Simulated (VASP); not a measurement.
# GaAs (F-43m) in VASP: notebook

Runs on GaAs. Level: r2SCAN. Tasks: phonons.

Everything below comes from runs of VASP 6.6.1. Logs are shortened: lines on timing, memory, paths and dates and some standing lists are left out, and cuts for length are marked.

**1. The cell of the first run**

The structure is cubic, space group F-43m (No. 216). Conventional cell: a = 5.618 Å, b = 5.618 Å, c = 5.618 Å, α = 90.00°, β = 90.00°, γ = 90.00°. Within 3.2 Å of Ga (site symmetry -43m) lie 4 As at 2.43 Å. Within 3.2 Å of As (site symmetry -43m) lie 4 Ga at 2.43 Å.

**2. Phonons, r2SCAN**

The input, INCAR:

```
PREC     = Accurate       # precision mode
ENCUT    = 520            # plane-wave cutoff, eV
EDIFF    = 1E-8           # SCF threshold, eV
ISMEAR   = 0              # smearing method
SIGMA    = 0.01           # smearing width, eV
LREAL    = False          # projectors in reciprocal space
LASPH    = True           # aspherical terms in the spheres
NELM     = 80             # most SCF steps
ALGO     = Normal         # electronic algorithm
ISIF     = 2              # what is computed and relaxed
LWAVE    = False          # write WAVECAR
LCHARG   = True           # write CHGCAR
METAGGA  = R2SCAN         # meta-GGA
LMIXTAU  = True         
NBANDS   = 16             # bands
IBRION   = 6              # ionic algorithm
NFREE    = 2            
POTIM    = 0.015          # step
NSW      = 1              # ionic steps
```

The input, KPOINTS:

```
regular mesh
0
Gamma
  8 8 8
```

The input, POSCAR:

```
GaAs
1.0
    2.8087682741      2.8087682741      0.0000000000
   -2.8087682741      2.8087682741      0.0000000000
    0.0000000000      2.8087682741      2.8087682741
Ga As
1 1
Direct
    0.0000000000      0.0000000000      0.0000000000
    0.7500000000      0.2500000000      0.5000000000
```

Potentials or basis: VASP PAW PBE potentials, release 64 (Ga_d, As).

Launch:

```console
cat potpaw_PBE.64/Ga_d/POTCAR potpaw_PBE.64/As/POTCAR > POTCAR
mpirun -np 1 vasp_std > vasp.out
```

OUTCAR:

```text
PREC = Accurate
   ENCUT = 520
   EDIFF = 1E-8
   ISMEAR = 0
   LREAL = False
   LASPH = True
   NELM = 80
   ISIF = 2
   METAGGA = R2SCAN
   IBRION = 6
   NFREE = 2
   POTIM = 0.015
   NSW = 1

 ion  position               nearest neighbor table
   1  0.000  0.000  0.000-   2 2.43   2 2.43   2 2.43   2 2.43
   2  0.750  0.250  0.500-   1 2.43   1 2.43   1 2.43   1 2.43

  LATTYP: Found a face centered cubic cell.
 ALAT       =     5.6175365482

  Lattice vectors:

 A1 = (   0.0000000000,   2.8087682741,   2.8087682741)
 A2 = (   2.8087682741,   0.0000000000,   2.8087682741)
 A3 = (   2.8087682741,   2.8087682741,   0.0000000000)

Analysis of symmetry for initial positions (statically):
=====================================================================
 Subroutine PRICEL returns:
 Original cell was already a primitive cell.

 Routine SETGRP: Setting up the symmetry group for a
 face centered cubic supercell.

 Subroutine GETGRP returns: Found 24 space group operations
 (whereof 24 operations were pure point group operations)
 out of a pool of 48 trial point group operations.

The static configuration has the point symmetry T_d .

Analysis of symmetry for dynamics (positions and initial velocities):
=====================================================================
 Subroutine PRICEL returns:
 Original cell was already a primitive cell.

 Routine SETGRP: Setting up the symmetry group for a
 face centered cubic supercell.

 Subroutine GETGRP returns: Found 24 space group operations
 (whereof 24 operations were pure point group operations)
 out of a pool of 48 trial point group operations.

The dynamic configuration has the point symmetry T_d .

 Subroutine INISYM returns: Found 24 space group operations
 (whereof 24 operations are pure point group operations),
 and found     1 'primitive' translations

----------------------------------------------------------------------------------------

                                     Primitive cell

  volume of cell :      44.3178

  direct lattice vectors                    reciprocal lattice vectors
     2.808768274  2.808768274  0.000000000     0.178013973  0.178013973 -0.178013973
    -2.808768274  2.808768274  0.000000000    -0.178013973  0.178013973 -0.178013973
     0.000000000  2.808768274  2.808768274     0.000000000  0.000000000  0.356027946

  length of vectors
     3.972198187  3.972198187  3.972198187     0.308329246  0.308329246  0.356027946

  position of ions in fractional coordinates (direct lattice)
     0.000000000  0.000000000  0.000000000
     0.750000000  0.250000000  0.500000000

  ion indices of the primitive-cell ions
   primitive index   ion index
                 1           1
                 2           2

----------------------------------------------------------------------------------------

 KPOINTS: regular mesh

Automatic generation of k-mesh.
 Grid dimensions read from file:
 generate k-points for:    8    8    8

 Generating k-lattice:

  Cartesian coordinates                     Fractional coordinates (reciprocal lattice)
     0.022251747  0.022251747 -0.022251747     0.125000000  0.000000000  0.000000000
[... 54 lines left out ...]
   LNONCOLLINEAR =      F non collinear calculations
   LSORBIT =      F    spin-orbit coupling
   LASPH  =      T    aspherical Exc in radial PAW
   ENCUT  =  520.0 eV  38.22 Ry    6.18 a.u.   7.39  7.39  7.39*2*pi/ulx,y,z
   NELM   =     80;   NELMIN=  2; NELMDL= -5     # of ELM steps
   EDIFF  = 0.1E-07   stopping-criterion for ELM
   LREAL  =      F    real-space projection
   EDIFFG = 0.1E-06   stopping-criterion for IOM
   NSW    =     61    number of steps for IOM
   IBRION =      6    ionic relax: 0-MD 1-quasi-New 2-CG
   NFREE  =      2    steps in history (QN), initial steepest desc. (CG)
   ISIF   =      2    stress and relaxation
   ISYM   =      2    0-nonsym 1-usesym 2-fastsym
   POTIM  = 0.0150    time-step for ionic-motion
   TEBEG  =    0.0;   TEEND  =   0.0 temperature during run
   PSTRESS=    0.0 pullay stress
   NELECT =      18.0000    total number of electrons
   NUPDOWN=      -1.0000    fix difference up-down
   EMIN   =  10.00;   EMAX   =-10.00  energy-range for DOS
   EFERMI =   0.00;   METHOD = LEGACY
   ISMEAR =     0;   SIGMA  =   0.01  broadening in eV -4-tet -1-fermi 0-gaus
   EFERMI_NEDOS =   21; number of points for ismear=-14 and -15
   IALGO  =     38    algorithm
   IMIX   =      4    mixing-type and parameters
     AMIX     =   0.40;   BMIX     =  1.00
     AMIX_MAG =   1.60;   BMIX_MAG =  1.00
  volume/ion in A,a.u.               =      22.16       149.54
  Fermi-wavevector in a.u.,A,eV,Ry     =   1.212383  2.291071 19.998822  1.469872
  Thomas-Fermi vector in A             =   2.347869
   LORBIT       =      0    0 simple, 1 ext, 2 COOP (PROOUT), +10 PAW based schemes
   METAGGA = R2SCAN    functional components
   LHFCALC =     F    Hartree Fock is set to
   AEXX    =    0.0000 exact exchange contribution
   IVDW    =     0    specifies the selected vdW correction
   LEPSILON=     F    determine dielectric tensor
   LRPA    =     F    only Hartree local field effects (RPA)
 finite differences with symmetry
 non-spin polarized calculation
 Gauss-broadening in eV      SIGMA  =   0.01
  energy-cutoff  :      520.00
  volume of cell :       44.32
 maximum number of plane-waves:      1243
 NGX is ok and might be reduce to    30
   NGX = 15   NGY = 15   NGZ = 15

--------------------------------------- Ionic step        1  -------------------------------------------

 number of electron      18.0000009 magnetization

 Free energy of the ion-electron system (eV)
  ---------------------------------------------------
  ext. energy  EPLUGINS =         0.00000000
  ---------------------------------------------------
  free energy    TOTEN  =       -27.04540591 eV

  energy without entropy =      -27.04540591  energy(sigma->0) =      -27.04540591

------------------------ aborting loop because EDIFF is reached ----------------------------------------

  FORCE on cell =-STRESS in cart. coord.  units (eV):
  Direction    XX          YY          ZZ          XY          YZ          ZX
  --------------------------------------------------------------------------------------
  -------------------------------------------------------------------------------------
  Total        0.5891973      0.5891973      0.5891973      0.0000000      0.0000000      0.0000000
  in kB       21.3006860     21.3006860     21.3006860      0.0000000      0.0000000      0.0000000
  external PRESSURE =      21.3006860 kB  Pullay stress =       0.0000000 kB
[... 131 lines left out ...]
--------------------------------------- Ionic step        5  -------------------------------------------

 number of electron      18.0000009 magnetization

 Free energy of the ion-electron system (eV)
  ---------------------------------------------------
  ext. energy  EPLUGINS =         0.00000000
  ---------------------------------------------------
  free energy    TOTEN  =       -27.04427498 eV

  energy without entropy =      -27.04427498  energy(sigma->0) =      -27.04427498

 E-fermi :   4.0528     XC(G=0): -10.3483

 val. band max:        3.9109147069   @ k =   0.0000   0.0000   0.0000
 cond. band min:       5.0159461089   @ k =   0.0000   0.0000   0.0000
 fundamental gap:      1.1050314020
 Fermi energy:         4.0527625135

 k-point     1 :       0.0000    0.0000    0.0000
  band No.  band energies     occupation
      1     -11.4093      2.00000
      2     -11.4076      2.00000
      3     -11.4054      2.00000
      4     -11.3126      2.00000
      5     -11.3125      2.00000
      6      -9.4919      2.00000
[... 433 lines left out ...]
      3     -11.3690      2.00000
      4     -11.3177      2.00000
      5     -11.3087      2.00000
      6      -7.1982      2.00000
[... 8 lines left out ...]
     15      16.2418      0.00000
     16      16.8611      0.00000

 [... further k-points ...]

------------------------ aborting loop because EDIFF is reached ----------------------------------------

  FORCE on cell =-STRESS in cart. coord.  units (eV):
  Direction    XX          YY          ZZ          XY          YZ          ZX
  --------------------------------------------------------------------------------------
  -------------------------------------------------------------------------------------
  Total        0.5899625      0.5924830      0.5924830      0.0000000     -0.1208089      0.0000000
  in kB       21.3283506     21.4194727     21.4194727      0.0000000     -4.3674885      0.0000000
  external PRESSURE =      21.3890987 kB  Pullay stress =       0.0000000 kB
[... 17 lines left out ...]
  FREE ENERGIE OF THE ION-ELECTRON SYSTEM (eV)
  ---------------------------------------------------
  free  energy   TOTEN  =       -27.0442749821 eV

  energy  without entropy=      -27.0442749821  energy(sigma->0) =      -27.04427498

 INTERNAL STRAIN TENSORS FROM DISPLACED ATOMS
 ============================================

 INTERNAL STRAIN TENSOR FOR ION    1 for displacements in x,y,z  (eV/Angst):
          X           Y           Z          XY          YZ          ZX
  --------------------------------------------------------------------------------
  x     0.00000     0.00000     0.00000     0.00000    -7.90211     0.00000
  y     0.00000     0.00000     0.00000     0.00000     0.00000    -7.90211
  z     0.00000     0.00000     0.00000    -7.90211     0.00000     0.00000

 INTERNAL STRAIN TENSOR FOR ION    2 for displacements in x,y,z  (eV/Angst):
          X           Y           Z          XY          YZ          ZX
  --------------------------------------------------------------------------------
  x     0.00000     0.00000     0.00000     0.00000     8.02809     0.00000
  y    -0.00000    -0.00000    -0.00000     0.00000     0.00000     8.02809
  z     0.00000     0.00000     0.00000     8.02809     0.00000     0.00000

 Eigenvectors and eigenvalues of the dynamical matrix
 ----------------------------------------------------

   1 f  =    8.231959 THz    51.722921 2PiTHz  274.588583 cm-1    34.044630 meV
             X         Y         Z           dx          dy          dz
      0.000000  0.000000  0.000000    -0.000000    0.717789    0.000000
      1.404384  4.213152  1.404384    -0.000000   -0.696260    0.000000
[... 21 lines left out ...]
   6 f/i=    0.022651 THz     0.142321 2PiTHz    0.755557 cm-1     0.093677 meV
             X         Y         Z           dx          dy          dz
      0.000000  0.000000  0.000000    -0.696260   -0.000000   -0.000000
      1.404384  4.213152  1.404384    -0.717789   -0.000000    0.000000

 ELASTIC MODULI CONTR FROM IONIC RELAXATION (kBar)
 Direction    XX          YY          ZZ          XY          YZ          ZX
 --------------------------------------------------------------------------------
 XX          -0.0000     -0.0000     -0.0000     -0.0000     -0.0000      0.0000
 YY          -0.0000     -0.0000     -0.0000     -0.0000     -0.0000      0.0000
 ZZ          -0.0000     -0.0000     -0.0000     -0.0000     -0.0000      0.0000
 XY          -0.0000     -0.0000     -0.0000   -229.0119     -0.0000      0.0000
 YZ          -0.0000     -0.0000     -0.0000     -0.0000   -229.0119     -0.0000
 ZX           0.0000      0.0000      0.0000      0.0000     -0.0000   -229.0119
 --------------------------------------------------------------------------------
```

It took 18 min on 1 thread of AMD EPYC 9R45 (Zen 5), shared host; peak memory 0.23 GiB.

What came out:

| Property | Result |
| --- | --- |
| Highest phonon frequency at Γ, LO-TO splitting left out | 275 cm⁻¹ |

Phonon frequencies in cm⁻¹ (negative: imaginary):
```csv
q point,frequencies
"(0.000, 0.000, 0.000)",-1 -1 -1 275 275 275
```

Caveat: the cell stands under pressure or tension, which shifts response properties; the PAW data sets were made with another functional, which shifts forces and pressure a little.

[end of part 1 of 2]
